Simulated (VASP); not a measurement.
The system is Ir.

```xyz
1
Lattice="0.0000 1.9027 1.9027 1.9027 0.0000 1.9027 1.9027 1.9027 0.0000" Properties=species:S:1:pos:R:3 pbc="T T T"
Ir    0.0000    0.0000    0.0000
```

Base run:

```yaml
Program: VASP 6.6.1
Functional: r2SCAN
Potentials_or_basis: VASP PAW PBE potentials, release 64 (Ir)
Cutoff: 520 eV
k_mesh: 12 × 12 × 12
Occupations: fermi-dirac, width 0.05 eV
Spin: no spin polarisation
```

Its results: pressure 14.9 GPa.

Q: After a change of settings the same cell gave: pressure 8.6 GPa. Which change was it?
A. functional from r2SCAN to LDA; potentials or basis from VASP PAW PBE potentials, release 64 (Ir) to VASP PAW LDA potentials, release 64 (Ir)
B. functional from r2SCAN to r2SCANh; k mesh from 12 × 12 × 12 to 6 × 6 × 6
C. potentials or basis from VASP PAW PBE potentials, release 64 (Ir) to VASP PAW PBE potentials, release 64 (Ir_sv_GW); cutoff from 520 eV to 550 eV; further incar settings from ALGO = Normal; EDIFF = 1e-06; NBANDS = 10 to ALGO = Normal; EDIFF = 1e-06; NBANDS = 14; valence electrons from 9 to 17
D. functional from r2SCAN to PBEsol

A: D.

Caveats: the PAW data sets were made with another functional, which shifts forces and pressure a little.
